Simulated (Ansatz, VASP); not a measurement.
**K: VASP beside Ansatz**

```
K
1.0
     7.26183    0.00000    0.00000
    -3.63091    6.28893    0.00000
     0.00000    0.00000    4.31783
K
3
Direct
  0.00000 0.00000 0.00000
  0.33333 0.66667 0.50000
  0.66667 0.33333 0.50000
```

Alike in both runs: task single point; functional PBEsol; k mesh 6 × 6 × 8; occupations fermi-dirac, width 0.1 eV; no spin polarisation.

|  | VASP | Ansatz |
| --- | --- | --- |
| version | VASP 6.6.1 | Ansatz 0.2.0 |
| potentials or method | VASP PAW PBE potentials, release 64 (K_sv), cutoff 520 eV | plane waves (420 eV) with PAW, scalar-relativistic |
| valence electrons in the cell | 27 | 27 |

|  | VASP | Ansatz | Ansatz less VASP |
| --- | --- | --- | --- |
| pressure (GPa) | 0.3 | 0.4 | +0.01 |

VASP's potentials were made for PBE, not for PBEsol, and Ansatz warns of the same on its side. The functional is the same, so the differences come from potentials, cutoffs and numerics.
